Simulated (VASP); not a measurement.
# Ge (P6_3/mmc) in VASP: further runs

Runs on Ge. Level: r2SCAN. Tasks: single point.

Everything below comes from runs of VASP 6.6.1. Logs are shortened: lines on timing, memory, paths and dates and some standing lists are left out, and cuts for length are marked.

## 1. The cell of the first run

Symmetry: P6_3/mmc, No. 194, hexagonal system. The conventional cell has a = 4.078 Å, b = 4.078 Å, c = 6.725 Å, α = 90.00°, β = 90.00°, γ = 120.00°. Within 3.3 Å of Ge (site symmetry 3m) lie 4 Ge at 2.50 to 2.52 Å.

## 2. Single point, r2SCAN (strain +2.0%)

Input file POSCAR:

```
Ge
1.0
    4.0775675115      0.0000000000      0.0000000000
   -2.0387837557      3.5312770506      0.0000000000
    0.0000000000      0.0000000000      6.7246759070
Ge
4
Direct
    0.3333333333      0.6666666667      0.0003695990
    0.6666666667      0.3333333333      0.5003695990
    0.3333333333      0.6666666667      0.3746304010
    0.6666666667      0.3333333333      0.8746304010
```

Input file INCAR.step1:

```
SYSTEM = Ge
  PREC = Accurate
  ENCUT = 520
  ISMEAR = -1
  SIGMA = 0.02
  LREAL = .FALSE.
  LASPH = .TRUE.
  NELM = 80
  NBANDS = 36
  GGA = PE
  ALGO = Normal
  EDIFF = 1E-4
  LWAVE = .TRUE.
  LCHARG = .FALSE.
```

Input file INCAR.step2:

```
SYSTEM = Ge
  PREC = Accurate
  ENCUT = 520
  EDIFF = 1E-6
  ISMEAR = -1
  SIGMA = 0.02
  LREAL = .FALSE.
  LASPH = .TRUE.
  NELM = 80
  ALGO = Normal
  ISIF = 2
  LWAVE = .FALSE.
  LCHARG = .FALSE.
  METAGGA = R2SCAN
  LMIXTAU = .TRUE.
  NBANDS = 36
  ISTART = 1
```

Input file KPOINTS:

```
regular mesh
0
G
  12 12 4
  0 0 0
```

Potentials or basis: VASP PAW PBE potentials, release 64 (Ge_d).

The run is started by

```
$ cat potpaw_PBE.64/Ge_d/POTCAR > POTCAR
$ cp INCAR.step1 INCAR
$ mpirun -np 1 vasp_std > vasp.out
$ cp INCAR.step2 INCAR
$ mpirun -np 1 vasp_std > vasp.out
```

OUTCAR:

```text
SYSTEM = Ge
   PREC = Accurate
   ENCUT = 520
   EDIFF = 1E-6
   ISMEAR = -1
   LREAL = .FALSE.
   LASPH = .TRUE.
   NELM = 80
   ISIF = 2
   METAGGA = R2SCAN
   ISTART = 1

 ion  position               nearest neighbor table
   1  0.333  0.667  0.000-   4 2.50   4 2.50   4 2.50   3 2.52
   2  0.667  0.333  0.500-   3 2.50   3 2.50   3 2.50   4 2.52
   3  0.333  0.667  0.375-   2 2.50   2 2.50   2 2.50   1 2.52
   4  0.667  0.333  0.875-   1 2.50   1 2.50   1 2.50   2 2.52

  LATTYP: Found a hexagonal cell.
 ALAT       =     4.0775675115
 C/A-ratio  =     1.6491881221

  Lattice vectors:

 A1 = (   4.0775675115,   0.0000000000,   0.0000000000)
 A2 = (  -2.0387837557,   3.5312770506,   0.0000000000)
 A3 = (   0.0000000000,   0.0000000000,   6.7246759070)

Analysis of symmetry for initial positions (statically):
=====================================================================
 Subroutine PRICEL returns:
 Original cell was already a primitive cell.

 Routine SETGRP: Setting up the symmetry group for a
 hexagonal supercell.

 Subroutine GETGRP returns: Found 24 space group operations
 (whereof  6 operations were pure point group operations)
 out of a pool of 24 trial point group operations.

The static configuration has the point symmetry C_3v.
 The point group associated with its full space group is D_6h.

Analysis of symmetry for dynamics (positions and initial velocities):
=====================================================================
 Subroutine PRICEL returns:
 Original cell was already a primitive cell.

 Routine SETGRP: Setting up the symmetry group for a
 hexagonal supercell.

 Subroutine GETGRP returns: Found 24 space group operations
 (whereof  6 operations were pure point group operations)
 out of a pool of 24 trial point group operations.

The dynamic configuration has the point symmetry C_3v.
 The point group associated with its full space group is D_6h.

 Subroutine INISYM returns: Found 24 space group operations
 (whereof  6 operations are pure point group operations),
 and found     1 'primitive' translations

----------------------------------------------------------------------------------------

                                     Primitive cell

  volume of cell :      96.8287

  direct lattice vectors                    reciprocal lattice vectors
     4.077567511  0.000000000  0.000000000     0.245244253  0.141591836  0.000000000
    -2.038783756  3.531277051  0.000000000     0.000000000  0.283183671  0.000000000
     0.000000000  0.000000000  6.724675907     0.000000000  0.000000000  0.148706051

  length of vectors
     4.077567511  4.077567511  6.724675907     0.283183671  0.283183671  0.148706051

  position of ions in fractional coordinates (direct lattice)
     0.333333333  0.666666667  0.000369599
     0.666666667  0.333333333  0.500369599
     0.333333333  0.666666667  0.374630401
     0.666666667  0.333333333  0.874630401

  ion indices of the primitive-cell ions
   primitive index   ion index
                 1           1
                 2           2
                 3           3
                 4           4

----------------------------------------------------------------------------------------

 KPOINTS: regular mesh

Automatic generation of k-mesh.
 Grid dimensions read from file:
 generate k-points for:   12   12    4

 Generating k-lattice:

  Cartesian coordinates                     Fractional coordinates (reciprocal lattice)
     0.020437021  0.011799320  0.000000000     0.083333333  0.000000000  0.000000000
     0.000000000  0.023598639  0.000000000     0.000000000  0.083333333  0.000000000
     0.000000000  0.000000000  0.037176513     0.000000000  0.000000000  0.250000000

  Length of vectors
     0.023598639  0.023598639  0.037176513

  Shift w.r.t. Gamma in fractional coordinates (k-lattice)
     0.000000000  0.000000000  0.000000000

 Subroutine IBZKPT returns following result:
 ===========================================

 Found     57 irreducible k-points:

 Following reciprocal coordinates:
            Coordinates               Weight
  0.000000  0.000000  0.000000      1.000000
  0.083333  0.000000  0.000000      6.000000
  0.166667  0.000000  0.000000      6.000000
  0.250000  0.000000  0.000000      6.000000
  0.333333  0.000000  0.000000      6.000000
  0.416667 -0.000000  0.000000      6.000000
[... 16 lines left out ...]
  0.250000  0.000000  0.250000     12.000000
  0.333333  0.000000  0.250000     12.000000
 [... further k-points ...]
   k-points           NKPTS =     57   k-points in BZ     NKDIM =     57   number of bands    NBANDS=     36
   number of dos      NEDOS =    301   number of ions     NIONS =      4
   total plane-waves  NPLWV =  45000
   dimension x,y,z NGX =    30 NGY =   30 NGZ =   50
   dimension x,y,z NGXF=    60 NGYF=   60 NGZF=  100
   ions per type =               4
   NGX,Y,Z   is equivalent  to a cutoff of  12.23, 12.23, 12.36 a.u.
   NGXF,Y,Z  is equivalent  to a cutoff of  24.46, 24.46, 24.72 a.u.
 SYSTEM =  Ge
   PREC   = accura    normal or accurate (medium, high low for compatibility)
   ISTART =      1    job   : 0-new  1-cont  2-samecut
   ICHARG =      0    charge: 1-file 2-atom 10-const
   ISPIN  =      1    spin polarized calculation?
   LNONCOLLINEAR =      F non collinear calculations
   LSORBIT =      F    spin-orbit coupling
   LASPH  =      T    aspherical Exc in radial PAW
   ENCUT  =  520.0 eV  38.22 Ry    6.18 a.u.   7.58  7.58 12.50*2*pi/ulx,y,z
   NELM   =     80;   NELMIN=  2; NELMDL=  0     # of ELM steps
   EDIFF  = 0.1E-05   stopping-criterion for ELM
   LREAL  =      F    real-space projection
   EDIFFG = 0.1E-04   stopping-criterion for IOM
   NSW    =      0    number of steps for IOM
   IBRION =     -1    ionic relax: 0-MD 1-quasi-New 2-CG
   NFREE  =      0    steps in history (QN), initial steepest desc. (CG)
   ISIF   =      2    stress and relaxation
   ISYM   =      2    0-nonsym 1-usesym 2-fastsym
   POTIM  = 0.5000    time-step for ionic-motion
   TEBEG  =    0.0;   TEEND  =   0.0 temperature during run
   PSTRESS=    0.0 pullay stress
   NELECT =      56.0000    total number of electrons
   NUPDOWN=      -1.0000    fix difference up-down
   EMIN   =  10.00;   EMAX   =-10.00  energy-range for DOS
   EFERMI =   0.00;   METHOD = LEGACY
   ISMEAR =    -1;   SIGMA  =   0.02  broadening in eV -4-tet -1-fermi 0-gaus
   EFERMI_NEDOS =   21; number of points for ismear=-14 and -15
   IALGO  =     38    algorithm
   IMIX   =      4    mixing-type and parameters
     AMIX     =   0.40;   BMIX     =  1.00
     AMIX_MAG =   1.60;   BMIX_MAG =  1.00
  volume/ion in A,a.u.               =      24.21       163.36
  Fermi-wavevector in a.u.,A,eV,Ry     =   1.363963  2.577517 25.312229  1.860396
  Thomas-Fermi vector in A             =   2.490321
   LORBIT       =      0    0 simple, 1 ext, 2 COOP (PROOUT), +10 PAW based schemes
   METAGGA = R2SCAN    functional components
   LHFCALC =     F    Hartree Fock is set to
   AEXX    =    0.0000 exact exchange contribution
   IVDW    =     0    specifies the selected vdW correction
   LEPSILON=     F    determine dielectric tensor
   LRPA    =     F    only Hartree local field effects (RPA)
 non-spin polarized calculation
  energy-cutoff  :      520.00
  volume of cell :       96.83
 maximum number of plane-waves:      2634
   NGX = 15   NGY = 15   NGZ = 25

 number of electron      55.9999952 magnetization

 Free energy of the ion-electron system (eV)
  ---------------------------------------------------
  ext. energy  EPLUGINS =         0.00000000
  ---------------------------------------------------
  free energy    TOTEN  =       -55.35702425 eV

  energy without entropy =      -55.35695032  energy(sigma->0) =      -55.35698728

 E-fermi :   4.2732     XC(G=0): -10.4687

 val. band max:        4.2320894725   @ k =   0.0000   0.0000   0.0000
 cond. band min:       4.3244482502   @ k =   0.0000   0.0000   0.0000
 fundamental gap:      0.0923587777
 Fermi energy:         4.2731673055

 k-point     1 :       0.0000    0.0000    0.0000
  band No.  band energies     occupation
      1     -21.2758      2.00000
      2     -21.2757      2.00000
      3     -21.2423      2.00000
      4     -21.2415      2.00000
      5     -21.2415      2.00000
      6     -21.2302      2.00000
[... 28 lines left out ...]
     35       8.9194      0.00000
     36      10.7919      0.00000

 k-point     2 :       0.0833    0.0000    0.0000
  band No.  band energies     occupation
      1     -21.2800      2.00000
      2     -21.2771      2.00000
      3     -21.2463      2.00000
      4     -21.2437      2.00000
      5     -21.2415      2.00000
      6     -21.2247      2.00000
[... 28 lines left out ...]
     35       9.2244      0.00000
     36      11.1538      0.00000

 k-point     3 :       0.1667    0.0000    0.0000
  band No.  band energies     occupation
      1     -21.2873      2.00000
      2     -21.2799      2.00000
      3     -21.2539      2.00000
      4     -21.2488      2.00000
      5     -21.2406      2.00000
      6     -21.2162      2.00000
[... 28 lines left out ...]
     35      10.0230      0.00000
     36      10.4450      0.00000

 k-point     4 :       0.2500    0.0000    0.0000
  band No.  band energies     occupation
      1     -21.2922      2.00000
      2     -21.2824      2.00000
      3     -21.2621      2.00000
      4     -21.2539      2.00000
      5     -21.2372      2.00000
      6     -21.2094      2.00000
[... 28 lines left out ...]
     35      10.6577      0.00000
     36      11.1121      0.00000

 k-point     5 :       0.3333    0.0000    0.0000
  band No.  band energies     occupation
      1     -21.2933      2.00000
      2     -21.2838      2.00000
      3     -21.2700      2.00000
      4     -21.2577      2.00000
      5     -21.2308      2.00000
      6     -21.2049      2.00000
[... 655 lines left out ...]
 k-point    22 :       0.1667    0.0000    0.2500
  band No.  band energies     occupation
      1     -21.2820      2.00000
      2     -21.2762      2.00000
      3     -21.2550      2.00000
      4     -21.2536      2.00000
      5     -21.2439      2.00000
      6     -21.2193      2.00000
[... 28 lines left out ...]
     35       9.5923      0.00000
     36      11.1542      0.00000

 k-point    23 :       0.2500    0.0000    0.2500
  band No.  band energies     occupation
      1     -21.2861      2.00000
      2     -21.2789      2.00000
      3     -21.2594      2.00000
      4     -21.2592      2.00000
      5     -21.2416      2.00000
      6     -21.2128      2.00000
[... 28 lines left out ...]
     35      10.6035      0.00000
     36      10.9756      0.00000

 k-point    24 :       0.3333    0.0000    0.2500
  band No.  band energies     occupation
      1     -21.2868      2.00000
      2     -21.2806      2.00000
      3     -21.2656      2.00000
      4     -21.2624      2.00000
      5     -21.2356      2.00000
      6     -21.2077      2.00000
[... 28 lines left out ...]
     35      11.6115      0.00000
     36      11.6232      0.00000

 [... further k-points ...]
[... 5 lines left out ...]
  --------------------------------------------------------------------------------------
  -------------------------------------------------------------------------------------
  Total       -2.1881221     -2.1881221     -2.1040411     -0.0000000     -0.0000000      0.0000000
  in kB      -36.2057738    -36.2057738    -34.8145264     -0.0000000     -0.0000000      0.0000000
  external PRESSURE =     -35.7420247 kB  Pullay stress =       0.0000000 kB

 VOLUME and BASIS-vectors are now :
 -----------------------------------------------------------------------------
  energy-cutoff  :      520.00
  volume of cell :       96.83
      direct lattice vectors                 reciprocal lattice vectors
     4.077567511  0.000000000  0.000000000     0.245244253  0.141591836  0.000000000
    -2.038783756  3.531277051  0.000000000     0.000000000  0.283183671  0.000000000
     0.000000000  0.000000000  6.724675907     0.000000000  0.000000000  0.148706051

 POSITION                                       TOTAL-FORCE (eV/Angst)
 -----------------------------------------------------------------------------------
     -0.00000      2.35418      0.00249         0.000000      0.000000     -0.009172
      2.03878      1.17709      3.36482        -0.000000     -0.000000     -0.009172
     -0.00000      2.35418      2.51927         0.000000     -0.000000      0.009172
      2.03878      1.17709      5.88161        -0.000000      0.000000      0.009172
 -----------------------------------------------------------------------------------
    total drift:                               -0.000000      0.000000     -0.001090

  FREE ENERGIE OF THE ION-ELECTRON SYSTEM (eV)
  ---------------------------------------------------
  free  energy   TOTEN  =       -55.3570242451 eV

  energy  without entropy=      -55.3569503246  energy(sigma->0) =      -55.35698728
```

Wall time 6.5 min (1 thread of Intel Xeon Platinum 8488C (Sapphire Rapids), shared host); peak memory 0.3 GiB.

Results:

```
Free energy            : -55.3570 eV
Pressure               : -3.6 GPa
Largest force          : 0.009 eV/Å
Band gap on the k mesh : 0.09 eV, direct
```

Forces on the atoms (eV/Å):
```
Ge   0.000  0.000 -0.009
Ge   0.000  0.000 -0.009
Ge   0.000  0.000  0.009
Ge   0.000  0.000  0.009
```

Caveat: the cell differs from its parent crystal (strain +2.0%); the PAW data sets were made with another functional, which shifts forces and pressure a little. A k mesh can miss the band edges.

## 3. Single point, r2SCAN (epitaxial xy strain +5.0%)

Input file POSCAR:

```
Ge
1.0
    4.1974959677      0.0000000000      0.0000000000
   -2.0987479838      3.6351381403      0.0000000000
    0.0000000000      0.0000000000      6.5131567939
Ge
4
Direct
    0.3333333333      0.6666666667     -0.0033709645
    0.6666666667      0.3333333333      0.4966290355
    0.3333333333      0.6666666667      0.3783709645
    0.6666666667      0.3333333333      0.8783709645
```

Edit INCAR.step1 of step 2 so:

```diff
@@ -7,3 +7,3 @@
   LASPH = .TRUE.
-  NELM = 80
+  NELM = 100
   NBANDS = 36
```

Edit INCAR.step2 of step 2 so:

```diff
@@ -3,3 +3,3 @@
   ENCUT = 520
-  EDIFF = 1E-6
+  EDIFF = 1E-7
   ISMEAR = -1
@@ -8,3 +8,3 @@
   LASPH = .TRUE.
-  NELM = 80
+  NELM = 100
   ALGO = Normal
```

KPOINTS is that of step 2.

Potentials or basis: VASP PAW PBE potentials, release 64 (Ge_d).

The run is started by

```
$ cat potpaw_PBE.64/Ge_d/POTCAR > POTCAR
$ cp INCAR.step1 INCAR
$ mpirun -np 1 vasp_std > vasp.out
$ cp INCAR.step2 INCAR
$ mpirun -np 1 vasp_std > vasp.out
```

OUTCAR:

```text
SYSTEM = Ge
   PREC = Accurate
   ENCUT = 520
   EDIFF = 1E-7
   ISMEAR = -1
   LREAL = .FALSE.
   LASPH = .TRUE.
   NELM = 100
   ISIF = 2
   METAGGA = R2SCAN
   ISTART = 1

 ion  position               nearest neighbor table
   1  0.333  0.667  0.997-   3 2.49   4 2.54   4 2.54   4 2.54
   2  0.667  0.333  0.497-   4 2.49   3 2.54   3 2.54   3 2.54
   3  0.333  0.667  0.378-   1 2.49   2 2.54   2 2.54   2 2.54
   4  0.667  0.333  0.878-   2 2.49   1 2.54   1 2.54   1 2.54

  LATTYP: Found a hexagonal cell.
[... 1129 lines left out ...]
     35      10.9925      0.00000
     36      11.2058      0.00000

 [... further k-points ...]
[... 5 lines left out ...]
  --------------------------------------------------------------------------------------
  -------------------------------------------------------------------------------------
  Total       -4.4330816     -4.4330816      0.2643340     -0.0000000     -0.0000000     -0.0000000
  in kB      -71.4683191    -71.4683191      4.2614843     -0.0000000     -0.0000000     -0.0000000
  external PRESSURE =     -46.2250513 kB  Pullay stress =       0.0000000 kB

 VOLUME and BASIS-vectors are now :
 -----------------------------------------------------------------------------
  energy-cutoff  :      520.00
  volume of cell :       99.38
      direct lattice vectors                 reciprocal lattice vectors
     4.197495968  0.000000000  0.000000000     0.238237275  0.137546355  0.000000000
    -2.098747984  3.635138140  0.000000000     0.000000000  0.275092709  0.000000000
     0.000000000  0.000000000  6.513156794     0.000000000  0.000000000  0.153535379

 POSITION                                       TOTAL-FORCE (eV/Angst)
 -----------------------------------------------------------------------------------
     -0.00000      2.42343      6.49120         0.000000     -0.000000      0.037755
      2.09875      1.21171      3.23462        -0.000000      0.000000      0.037755
     -0.00000      2.42343      2.46439         0.000000     -0.000000     -0.037755
      2.09875      1.21171      5.72097        -0.000000      0.000000     -0.037755
 -----------------------------------------------------------------------------------
    total drift:                               -0.000000      0.000000      0.000000

  FREE ENERGIE OF THE ION-ELECTRON SYSTEM (eV)
  ---------------------------------------------------
  free  energy   TOTEN  =       -55.1930240135 eV

  energy  without entropy=      -55.1927754556  energy(sigma->0) =      -55.19289973
```

OUTCAR.step1:

```text
SYSTEM = Ge
   PREC = Accurate
   ENCUT = 520
   ISMEAR = -1
   LREAL = .FALSE.
   LASPH = .TRUE.
   NELM = 100
[... 1166 lines left out ...]
      2.09875      1.21171      3.23462        -0.000000     -0.000000     -0.046725
     -0.00000      2.42343      2.46439         0.000000      0.000000      0.046725
      2.09875      1.21171      5.72097         0.000000      0.000000      0.046725
 -----------------------------------------------------------------------------------
    total drift:                               -0.000000      0.000000      0.000000

  FREE ENERGIE OF THE ION-ELECTRON SYSTEM (eV)
  ---------------------------------------------------
  free  energy   TOTEN  =       -17.8913091325 eV

  energy  without entropy=      -17.8908440915  energy(sigma->0) =      -17.89107661
```

Run time: 6.5 min. Hardware: 1 thread of Intel Xeon Platinum 8488C (Sapphire Rapids), shared host; peak memory 0.31 GiB.

What came out:

```yaml
Free_energy: -55.1930 eV
Pressure: -4.6 GPa
Largest_force: 0.038 eV/Å
Band_gap_on_the_k_mesh: zero (band 28 reaches 4.01 eV, above the bottom of band 29 at 3.61 eV)
```

Forces in eV/Å, atoms in the order of the input:
```
Ge   0.000  0.000  0.038
Ge   0.000  0.000  0.038
Ge   0.000  0.000 -0.038
Ge   0.000  0.000 -0.038
```

Caveat: the cell differs from its parent crystal (epitaxial xy strain +5.0%); the PAW data sets were made with another functional, which shifts forces and pressure a little.
